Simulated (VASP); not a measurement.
Here is a VASP 6.6.1 calculation.

The input INCAR:

```
PREC = Accurate ; ENCUT = 520
EDIFF = 1E-7 ; ISMEAR = 1
SIGMA = 0.1 ; LREAL = False
LASPH = True ; NELM = 100
ALGO = Normal ; ISIF = 2
LWAVE = False ; LCHARG = True
GGA = PE ; LELF = True
LVHAR = True ; NBANDS = 9
```

File KPOINTS:

```
regular mesh
0
Gamma
  10 10 10
```

File POSCAR:

```
S
1.0
    0.0000000000      1.9943503400      1.9943503400
    1.9943503400      0.0000000000      1.9943503400
    1.9943503400      1.9943503400      0.0000000000
S
1
Direct
    0.0000000000      0.0000000000      0.0000000000
```

Potentials or basis: VASP PAW PBE potentials, release 64 (S).

The run is started by

```sh
$ cat potpaw_PBE.64/S/POTCAR > POTCAR
$ mpirun -np 1 vasp_std > vasp.out
```

Predict the pressure.

-0.9 GPa.

What does it give for the band gap on the k mesh?

Zero (band 3 reaches 10.59 eV, above the bottom of band 4 at 5.03 eV).
